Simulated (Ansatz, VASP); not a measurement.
## CaSe in VASP and in Ansatz

```xyz
2
Lattice="0.0000 2.9675 2.9675 2.9675 0.0000 2.9675 2.9675 2.9675 0.0000" Properties=species:S:1:pos:R:3 pbc="T T T"
Ca    0.0000    0.0000    0.0000
Se    2.9675    2.9675    2.9675
```

Alike in both runs: task single point; functional PBE-based screened hybrid; k mesh 4 × 4 × 4; no spin polarisation.

```csv
,VASP,Ansatz
version,VASP 6.6.1,Ansatz 0.2.0
potentials or method,"VASP PAW PBE potentials, release 64 (Ca_sv, Se)",plane waves
plane-wave cutoff (eV),520,420
occupations,"gaussian, width 0.01 eV",fixed
valence electrons in the cell,16,26
```

|  | VASP | Ansatz | Ansatz less VASP |
| --- | --- | --- | --- |
| gap on the k mesh at the Fermi level (eV) | 2.42 | 2.42 | +0.003 |
| pressure (GPa) | 0.6 | 0.5 | -0.13 |

VASP's potentials were made for PBE, not for PBE-based screened hybrid. VASP's potentials hold 16 valence electrons a cell and Ansatz's 26, so a difference there can come from the potentials and not from the codes. Ansatz's warnings: stress exchange threshold loose, stress scf threshold loose.

The k mesh is coarse, so the values compare programs but aren't converged.
